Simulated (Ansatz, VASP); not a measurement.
One calculation of MgO, two programs

INCAR

```
  PREC = Accurate
  ENCUT = 600
  EDIFF = 1E-6
  ISMEAR = 0
  SIGMA = 0.05
  LREAL = F
  LASPH = T
  NELM = 120
  ALGO = Normal
  ISIF = 2
  LWAVE = F
  LCHARG = F
  GGA = PE
  NBANDS = 56
  GGA_COMPAT = F
```

File KPOINTS:

```
Automatic mesh
0
Gamma
  6 6 4
```

POSCAR

```
MgO
1.0
    4.2537045176      0.0000000000      0.0000000000
   -2.1268522588      4.7557862288      0.0000000000
    0.0000000000      0.0000000000      9.5115724575
Mg O
10 10
Direct
    0.0000000000      0.0000000000      0.0000000000
    0.4000000000      0.8000000000      0.2000000000
    0.2000000000      0.4000000000      0.6000000000
    0.7000000000      0.4000000000      0.1000000000
    0.5000000000      0.0000000000      0.5000000000
    0.9000000000      0.8000000000      0.7000000000
    0.8000000000      0.6000000000      0.4000000000
    0.6000000000      0.2000000000      0.8000000000
    0.1000000000      0.2000000000      0.3000000000
    0.3000000000      0.6000000000      0.9000000000
    0.3000000000      0.6000000000      0.4000000000
    0.1000000000      0.2000000000      0.8000000000
    0.6000000000      0.2000000000      0.3000000000
    0.8000000000      0.6000000000      0.9000000000
    0.5000000000      0.0000000000      0.0000000000
    0.9000000000      0.8000000000      0.2000000000
    0.7000000000      0.4000000000      0.6000000000
    0.2000000000      0.4000000000      0.1000000000
    0.0000000000      0.0000000000      0.5000000000
    0.4000000000      0.8000000000      0.7000000000
```

Input for Ansatz:

```yaml
crystal:
  lattice:
    - [4.2537045176, 0.0, 0.0]
    - [-2.1268522588, 4.7557862288, 0.0]
    - [0.0, 0.0, 9.5115724575]
  atoms:
    - { symbol: Mg, position: [0.0, 0.0, 0.0] }
    - { symbol: Mg, position: [0.4, 0.8, 0.2] }
    - { symbol: Mg, position: [0.2, 0.4, 0.6] }
    - { symbol: O, position: [0.3, 0.6, 0.4] }
    - { symbol: O, position: [0.1, 0.2, 0.8] }
    - { symbol: Mg, position: [0.7, 0.4, 0.1] }
    - { symbol: Mg, position: [0.5, 0.0, 0.5] }
    - { symbol: Mg, position: [0.9, 0.8, 0.7] }
    - { symbol: O, position: [0.6, 0.2, 0.3] }
    - { symbol: O, position: [0.8, 0.6, 0.9] }
    - { symbol: Mg, position: [0.8, 0.6, 0.4] }
    - { symbol: Mg, position: [0.6, 0.2, 0.8] }
    - { symbol: O, position: [0.5, 0.0, 0.0] }
    - { symbol: O, position: [0.9, 0.8, 0.2] }
    - { symbol: O, position: [0.7, 0.4, 0.6] }
    - { symbol: Mg, position: [0.1, 0.2, 0.3] }
    - { symbol: Mg, position: [0.3, 0.6, 0.9] }
    - { symbol: O, position: [0.2, 0.4, 0.1] }
    - { symbol: O, position: [0.0, 0.0, 0.5] }
    - { symbol: O, position: [0.4, 0.8, 0.7] }
basis:
  ecutwfc: 420
kpoints:
  mp_grid: { grid: [6, 6, 4] }
hamiltonian:
  xc: pbe
scf:
  occupations: { method: gaussian, width: 0.05 }
output:
  forces: true
  stress: true
  eigenvalues: true
```

Alike in both runs: task single point; functional PBE; k mesh 6 × 6 × 4; occupations gaussian, width 0.05 eV; no spin polarisation.

```csv
,VASP,Ansatz
version,VASP 6.6.1,Ansatz 0.2.0
potentials or method,"VASP PAW PBE potentials, release 64 (Mg, O), cutoff 600 eV","scalar-relativistic, plane waves, PAW"
valence electrons in the cell,80,160
```

|  | VASP | Ansatz | Ansatz less VASP |
| --- | --- | --- | --- |
| gap on the k mesh at the Fermi level (eV) | 4.45 | 4.46 | +0.015 |
| least direct gap on the mesh (eV) | 4.45 | 4.46 | +0.015 |
| pressure (GPa) | -0.9 | 0.0 | +0.96 |

VASP's potentials hold 80 valence electrons a cell and Ansatz's 160, so a difference there can come from the potentials and not from the codes.
